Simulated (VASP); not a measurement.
# C: single point with PBEsol+D3(BJ)

C:

```
C
1.0
     0.00000    2.12799    3.32438
     1.22941    0.00000    3.32438
     1.22941    2.12799    0.00000
C
2
Direct
  0.16671 0.83329 0.16671
  0.83329 0.16671 0.83329
```

* Program: VASP 6.6.1
* Task: single point
* Functional: PBEsol
* Dispersion: D3(BJ)
* Potentials or basis: VASP PAW PBE potentials, release 64 (C)
* Cutoff: 520 eV
* k mesh: 18 × 18 × 18
* Occupations: gaussian, width 0.03 eV
* Spin: no spin polarisation
* Dipole correction: no
* Further INCAR settings: ALGO = Normal; EDIFF = 1e-07; NBANDS = 11

The pressure is 0.7 GPa and the band gap on the k mesh is 0.08 eV, indirect (least direct gap 0.16 eV). The dispersion energy per atom is -0.111 eV.

Forces in eV/Å, atoms in the order of the input:
```
C    0.000 -0.003  0.000
C    0.000  0.003  0.000
```

Stress tensor (GPa, compression positive):
```
 1.15  0.00  0.00
 0.00  1.16  0.00
 0.00  0.00 -0.07
```

Levels at points of the mesh, in eV from the valence-band top:
```
           k point  band 1  band 2  band 3  band 4  band 5  band 6  band 7  band 8
(0.00, 0.00, 0.00)  -19.65   -6.52   -2.92   -2.90    4.14    8.41    8.48   11.56
(0.50, 0.00, 0.00)  -14.17  -13.22   -6.34   -2.34    1.65    7.51   12.50   13.64
(0.50, 0.50, 0.00)  -19.32   -8.63   -2.95   -2.91    8.37    8.45   10.59   11.72
(0.50, 0.00, 0.50)  -14.28  -13.32   -6.32   -1.50    2.58    7.72   11.14   11.31
(0.00, 0.50, 0.50)  -14.03  -13.12   -6.39   -3.06    0.91    7.28   13.77   17.54
```

It took 78 s on 1 thread of Intel(R) Xeon(R) 6975P-C (Granite Rapids) (shared host), peak memory 0.26 GiB.

Caveat: the PAW data sets were made with another functional, which shifts forces and pressure a little. A k mesh can miss the band edges.
